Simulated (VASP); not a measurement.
# Sn2Bi (I4/mcm) in VASP: a series of runs

Sn2Bi is run at these levels: r2SCAN, r2SCAN+D3(BJ); tasks: single point.

Everything below comes from runs of VASP 6.6.1. Logs are shortened: lines on timing, memory, paths and dates and some standing lists are left out, and cuts for length are marked.

### 1 The cell of the first run

The structure is tetragonal, space group I4/mcm (No. 140). The conventional cell has a = 7.054 Å, b = 7.054 Å, c = 6.286 Å, α = 90.00°, β = 90.00°, γ = 90.00°. Sn (site symmetry m2m) has 4 Bi at 3.07 Å and 11 Sn at 3.29 to 3.91 Å within 4.0 Å. Within 4.0 Å of Bi (site symmetry 422) lie 8 Sn at 3.07 Å and 2 Bi at 3.14 Å.

### 2 Single point, r2SCAN

Contents of POSCAR:

```
Sn2Bi
1.0
   -3.5269970000      3.5269970000      3.1427760000
    3.5269970000     -3.5269970000      3.1427760000
    3.5269970000      3.5269970000     -3.1427760000
Sn Bi
4 2
Direct
    0.6650000000      0.1650000000      0.8300000000
    0.1650000000      0.3350000000      0.5000000000
    0.3350000000      0.8350000000      0.1700000000
    0.8350000000      0.6650000000      0.5000000000
    0.2500000000      0.2500000000      0.0000000000
    0.7500000000      0.7500000000      0.0000000000
```

Contents of INCAR.step1:

```
SYSTEM = Sn2Bi
PREC = Accurate
ENCUT = 520
ISMEAR = -1
SIGMA = 0.1
LREAL = .False.
LASPH = .True.
NELM = 100
NBANDS = 52
GGA = PE
ALGO = Normal
EDIFF = 1E-4
LWAVE = .True.
LCHARG = .False.
```

Contents of INCAR.step2:

```
SYSTEM = Sn2Bi
PREC = Accurate
ENCUT = 520
EDIFF = 1E-6
ISMEAR = -1
SIGMA = 0.1
LREAL = .False.
LASPH = .True.
NELM = 100
ALGO = Normal
ISIF = 2
LWAVE = .False.
LCHARG = .False.
METAGGA = R2SCAN
LMIXTAU = .True.
NBANDS = 52
ISTART = 1
```

Contents of KPOINTS:

```
Automatic mesh
0
Gamma
  4 4 4
  0 0 0
```

Potentials or basis: VASP PAW PBE potentials, release 64 (Sn_d, Bi_d).

Run with:

```
$ cat potpaw_PBE.64/Sn_d/POTCAR potpaw_PBE.64/Bi_d/POTCAR > POTCAR
$ cp INCAR.step1 INCAR
$ mpirun -np 1 vasp_std > vasp.out
$ cp INCAR.step2 INCAR
$ mpirun -np 1 vasp_std > vasp.out
```

OUTCAR:

```text
SYSTEM = Sn2Bi
   PREC = Accurate
   ENCUT = 520
   EDIFF = 1E-6
   ISMEAR = -1
   LREAL = .False.
   LASPH = .True.
   NELM = 100
   ISIF = 2
   METAGGA = R2SCAN
   ISTART = 1

 ion  position               nearest neighbor table
   1  0.665  0.165  0.830-   5 3.07   6 3.07   5 3.07   6 3.07   3 3.29   3 3.57   3 3.57   2 3.73
                             4 3.73   4 3.73   2 3.73
   2  0.165  0.335  0.500-   6 3.07   5 3.07   5 3.07   6 3.07   4 3.29   4 3.57   4 3.57   3 3.73
                             1 3.73   3 3.73   1 3.73
   3  0.335  0.835  0.170-   5 3.07   6 3.07   5 3.07   6 3.07   1 3.29   1 3.57   1 3.57   2 3.73
                             4 3.73   4 3.73   2 3.73
   4  0.835  0.665  0.500-   5 3.07   6 3.07   6 3.07   5 3.07   2 3.29   2 3.57   2 3.57   1 3.73
                             1 3.73   3 3.73   3 3.73
   5  0.250  0.250  0.000-   4 3.07   2 3.07   2 3.07   4 3.07   3 3.07   1 3.07   3 3.07   1 3.07
                             6 3.14   6 3.14
   6  0.750  0.750  0.000-   2 3.07   4 3.07   4 3.07   2 3.07   3 3.07   1 3.07   1 3.07   3 3.07
                             5 3.14   5 3.14

  LATTYP: Found a body centered tetragonal cell.
 ALAT       =     7.0539940000
 C/A-ratio  =     0.8910628504

  Lattice vectors:

 A1 = (  -3.5269970000,   3.5269970000,   3.1427760000)
 A2 = (   3.5269970000,  -3.5269970000,   3.1427760000)
 A3 = (   3.5269970000,   3.5269970000,  -3.1427760000)

Analysis of symmetry for initial positions (statically):
=====================================================================
 Subroutine PRICEL returns:
 Original cell was already a primitive cell.

 Routine SETGRP: Setting up the symmetry group for a
 body centered tetragonal supercell.

 Subroutine GETGRP returns: Found 16 space group operations
 (whereof  8 operations were pure point group operations)
 out of a pool of 16 trial point group operations.

The static configuration has the point symmetry C_4h.
 The point group associated with its full space group is D_4h.

Analysis of symmetry for dynamics (positions and initial velocities):
=====================================================================
 Subroutine PRICEL returns:
 Original cell was already a primitive cell.

 Routine SETGRP: Setting up the symmetry group for a
 body centered tetragonal supercell.

[... 100 lines left out ...]
   NELM   =    100;   NELMIN=  2; NELMDL=  0     # of ELM steps
   EDIFF  = 0.1E-05   stopping-criterion for ELM
   LREAL  =      F    real-space projection
   EDIFFG = 0.1E-04   stopping-criterion for IOM
   NSW    =      0    number of steps for IOM
   IBRION =     -1    ionic relax: 0-MD 1-quasi-New 2-CG
   NFREE  =      0    steps in history (QN), initial steepest desc. (CG)
   ISIF   =      2    stress and relaxation
   ISYM   =      2    0-nonsym 1-usesym 2-fastsym
   POTIM  = 0.5000    time-step for ionic-motion
   TEBEG  =    0.0;   TEEND  =   0.0 temperature during run
   PSTRESS=    0.0 pullay stress
   NELECT =      86.0000    total number of electrons
   NUPDOWN=      -1.0000    fix difference up-down
   EMIN   =  10.00;   EMAX   =-10.00  energy-range for DOS
   EFERMI =   0.00;   METHOD = LEGACY
   ISMEAR =    -1;   SIGMA  =   0.10  broadening in eV -4-tet -1-fermi 0-gaus
   EFERMI_NEDOS =   21; number of points for ismear=-14 and -15
   IALGO  =     38    algorithm
   IMIX   =      4    mixing-type and parameters
     AMIX     =   0.40;   BMIX     =  1.00
     AMIX_MAG =   1.60;   BMIX_MAG =  1.00
  volume/ion in A,a.u.               =      26.06       175.89
  Fermi-wavevector in a.u.,A,eV,Ry     =   1.341260  2.534615 24.476603  1.798980
  Thomas-Fermi vector in A             =   2.469508
   LORBIT       =      0    0 simple, 1 ext, 2 COOP (PROOUT), +10 PAW based schemes
   METAGGA = R2SCAN    functional components
   LHFCALC =     F    Hartree Fock is set to
   AEXX    =    0.0000 exact exchange contribution
   IVDW    =     0    specifies the selected vdW correction
   LEPSILON=     F    determine dielectric tensor
   LRPA    =     F    only Hartree local field effects (RPA)
 non-spin polarized calculation
  energy-cutoff  :      520.00
  volume of cell :      156.38
 maximum number of plane-waves:      4248
 NGX is ok and might be reduce to    48
   NGX = 21   NGY = 21   NGZ = 21

 number of electron      86.0000015 magnetization

 Free energy of the ion-electron system (eV)
  ---------------------------------------------------
  ext. energy  EPLUGINS =         0.00000000
  ---------------------------------------------------
  free energy    TOTEN  =      -212.50827403 eV

  energy without entropy =     -212.38454760  energy(sigma->0) =     -212.44641082

 E-fermi :   9.2986     XC(G=0): -11.5715

 val. band max:        9.2933488916   @ k =  -0.2500   0.2500   0.0000
 cond. band min:       9.4315686964   @ k =   0.5000   0.2500   0.0000
 fundamental gap:      0.1382198047
 Fermi energy:         9.2986188808

 k-point     1 :       0.0000    0.0000    0.0000
  band No.  band energies     occupation
      1     -14.9829      2.00000
      2     -14.8416      2.00000
      3     -14.8416      2.00000
      4     -14.6816      2.00000
      5     -14.6750      2.00000
      6     -14.6685      2.00000
[... 704 lines left out ...]
     51      13.0440      0.00000
     52      13.6043      0.00000

------------------------ aborting loop because EDIFF is reached ----------------------------------------

  FORCE on cell =-STRESS in cart. coord.  units (eV):
  Direction    XX          YY          ZZ          XY          YZ          ZX
  --------------------------------------------------------------------------------------
  -------------------------------------------------------------------------------------
  Total       13.7718118     13.7718118     13.7009549      0.0000000      0.0000000      0.0000000
  in kB      141.0970915    141.0970915    140.3711378      0.0000000      0.0000000      0.0000000
  external PRESSURE =     140.8551069 kB  Pullay stress =       0.0000000 kB

 VOLUME and BASIS-vectors are now :
 -----------------------------------------------------------------------------
  energy-cutoff  :      520.00
  volume of cell :      156.38
      direct lattice vectors                 reciprocal lattice vectors
    -3.526997000  3.526997000  3.142776000     0.000000000  0.141763659  0.159095017
     3.526997000 -3.526997000  3.142776000     0.141763659  0.000000000  0.159095017
     3.526997000  3.526997000 -3.142776000     0.141763659  0.141763659  0.000000000

 POSITION                                       TOTAL-FORCE (eV/Angst)
 -----------------------------------------------------------------------------------
      1.16391      4.69091      0.00000        -0.737769     -0.737769     -0.000000
      2.36309      1.16391     -0.00000         0.737769     -0.737769     -0.000000
      2.36309     -1.16391      3.14278         0.737769      0.737769      0.000000
      1.16391      2.36309      3.14278        -0.737769      0.737769      0.000000
      0.00000      0.00000      1.57139         0.000000      0.000000      0.000000
      0.00000      0.00000      4.71416         0.000000      0.000000      0.000000
 -----------------------------------------------------------------------------------
    total drift:                               -0.000000      0.000000     -0.000000

  FREE ENERGIE OF THE ION-ELECTRON SYSTEM (eV)
  ---------------------------------------------------
  free  energy   TOTEN  =      -212.5082740344 eV

  energy  without entropy=     -212.3845476022  energy(sigma->0) =     -212.44641082
```

Wall time 3.3 min (1 thread of Intel Xeon 6975P-C (Granite Rapids), shared host); peak memory 0.4 GiB.

What came out:

| Item | Value |
| --- | --- |
| Free energy | -212.5083 eV |
| Pressure | 14.1 GPa |
| Largest force | 1.043 eV/Å |
| Band gap on the k mesh | zero (bands 43 and 44 overlap by 0.95 eV) |

Forces in eV/Å, atoms in the order of the input:
```
Sn  -0.738 -0.738  0.000
Sn   0.738 -0.738  0.000
Sn   0.738  0.738  0.000
Sn  -0.738  0.738  0.000
Bi   0.000  0.000  0.000
Bi   0.000  0.000  0.000
```

Levels at points of the mesh, in eV from the Fermi level:
```
           k point  band 41  band 42  band 43  band 44  band 45  band 46
(0.00, 0.00, 0.00)    -4.35    -2.96    -1.09     0.55     1.60     1.99
(0.50, 0.00, 0.00)    -0.71    -0.71    -0.29    -0.29     0.86     0.86
(0.50, 0.50, 0.00)    -0.84    -0.43     0.17     0.28     0.50     1.15
(0.50, 0.50, 0.50)    -1.49    -1.20    -1.20    -0.24     2.69     2.70
```

Caveat: the cell stands under pressure; the PAW data sets were made with another functional, which shifts forces and pressure a little; spin-orbit coupling is left out, which moves the levels of the heavy elements.

(Part 1 of 2 ends here.)
